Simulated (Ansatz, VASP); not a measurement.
WS2: VASP beside Ansatz

```
W S
1.0
     3.14728    0.00000    0.00000
    -1.57364    2.72562    0.00000
     0.00000    0.00000   19.44227
W S
3 6
Cartesian
  1.5736 0.9085 6.4677
  0.0000 1.8171 12.9484
  0.0000 0.0000 19.4292
  0.0000 1.8171 4.9005
  1.5736 0.9085 1.5538
  0.0000 0.0000 11.3812
  0.0000 1.8171 8.0346
  1.5736 0.9085 17.8620
  0.0000 0.0000 14.5154
```

Change from the starting cell: strain along c alone, the other axes held, atoms relaxed: +1.5 %.

Alike in both runs: functional PBEsol; k mesh 12 × 12 × 2; occupations gaussian, width 0.02 eV; no spin polarisation.

Ansatz relaxed the structure, and its values are those at the end. VASP's run is a single point on that final structure, the one shown.

|  | VASP | Ansatz |
| --- | --- | --- |
| version | VASP 6.6.1 | Ansatz 0.2.0 |
| potentials or method | VASP PAW PBE potentials, release 64 (W_sv, S), cutoff 520 eV | scalar-relativistic, plane waves, PAW |
| valence electrons in the cell | 78 | 78 |

```csv
,VASP,Ansatz,Ansatz less VASP
gap on the k mesh at the Fermi level (eV),1.25,1.23,-0.014
least direct gap on the mesh (eV),1.94,1.93,-0.005
pressure (GPa),0.0,-0.1,-0.11
rms of the force components (eV/Å),0.011,0.001,-0.0101
```

VASP's potentials were made for PBE, not for PBEsol. With one functional, cell and mesh, what is left measures potentials, basis and numerics. Ansatz's warnings: stress scf threshold loose.

Spin-orbit coupling is off throughout.
